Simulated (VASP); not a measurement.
Set up this calculation in VASP 6.6.1, as the native input.

```
Task                   : single point
Functional             : PBE
Potentials or basis    : VASP PAW PBE potentials, release 64 (Sn_d, Se)
Cutoff                 : 520 eV
k mesh                 : 6 × 6 × 3
Occupations            : gaussian, width 0.01 eV
Spin                   : no spin polarisation
Dipole correction      : no
Further INCAR settings : ALGO = Normal; EDIFF = 1e-06; NBANDS = 20
```

The structure of SnSe2 lies in POSCAR:

```
SnSe2
1.0
    3.7789732757      0.0000000000      0.0000000000
   -1.8894866379      3.2726870416      0.0000000000
    0.0000000000      0.0000000000      6.0844345369
Sn Se
1 2
Direct
    0.0000000000      0.0000000000      0.0000000000
    0.3333333333      0.6666666667      0.2490000000
    0.6666666667      0.3333333333      0.7510000000
```

The input as run:

INCAR

```
PREC = Accurate ; ENCUT = 520
EDIFF = 1E-6 ; ISMEAR = 0
SIGMA = 0.01 ; LREAL = False
LASPH = True ; NELM = 80
ALGO = Normal ; ISIF = 2
LWAVE = False ; LCHARG = False
GGA = PE ; NBANDS = 20
```

KPOINTS

```
regular mesh
0
Gamma
  6 6 3
```

Potentials or basis: VASP PAW PBE potentials, release 64 (Sn_d, Se).

Command:

```bash
$ cat potpaw_PBE.64/Sn_d/POTCAR potpaw_PBE.64/Se/POTCAR > POTCAR
$ mpirun -np 1 vasp_std > vasp.out
```

Results of the run:

```json
{
  "Pressure": "7.9 GPa",
  "Largest force": "1.040 eV/Å",
  "Band gap on the k mesh": "0.79 eV, indirect (least direct gap 1.21 eV)"
}
```

Caveat: spin-orbit coupling is left out, which moves the levels of the heavy elements; this functional lacks dispersion, which binds the layers, so the pressure and a relaxed spacing across them are unreliable; forces of over 1 eV/Å act on the atoms, so gaps and moduli don't describe the material at rest.

Wall time 51 s on 1 thread of AMD EPYC 7R13, on a shared host, peak memory 0.16 GiB.
